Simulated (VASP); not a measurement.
A run of VASP 6.6.1:

The input INCAR:

```
SYSTEM = Ga
  PREC = Accurate
  ENCUT = 520
  EDIFF = 1E-6
  ISMEAR = 0
  SIGMA = 0.1
  LREAL = .FALSE.
  LASPH = .TRUE.
  NELM = 60
  ALGO = Fast
  ISIF = 2
  LWAVE = .FALSE.
  LCHARG = .FALSE.
  GGA = PS
  NBANDS = 20
```

The input KPOINTS:

```
Automatic mesh
0
G
  16 12 10
  0 0 0
```

Contents of POSCAR:

```
Ga
1.0
    2.7784220849      0.0000000000      0.0000000000
    0.0000000000      3.2816087900      0.0000000000
   -1.3434310986      0.0000000000      3.9902731763
Ga
2
Direct
    0.8654037300      0.2500000000      0.2298331700
    0.1455020581      0.7500000000      0.7927216768
```

Potentials or basis: VASP PAW PBE potentials, release 64 (Ga_d).

Run with:

```sh
$ cat potpaw_PBE.64/Ga_d/POTCAR > POTCAR
$ mpirun -np 1 vasp_std > vasp.out
```

Hardware: 1 thread of Intel(R) Xeon(R) 6975P-C (Granite Rapids), on a shared host.

**Question.** How long does it take, and how much memory?

**Answer.** It took 100 s on 1 thread of Intel(R) Xeon(R) 6975P-C (Granite Rapids), on a shared host, peak memory 0.41 GiB. Counts: scf iterations 12, k points 574.
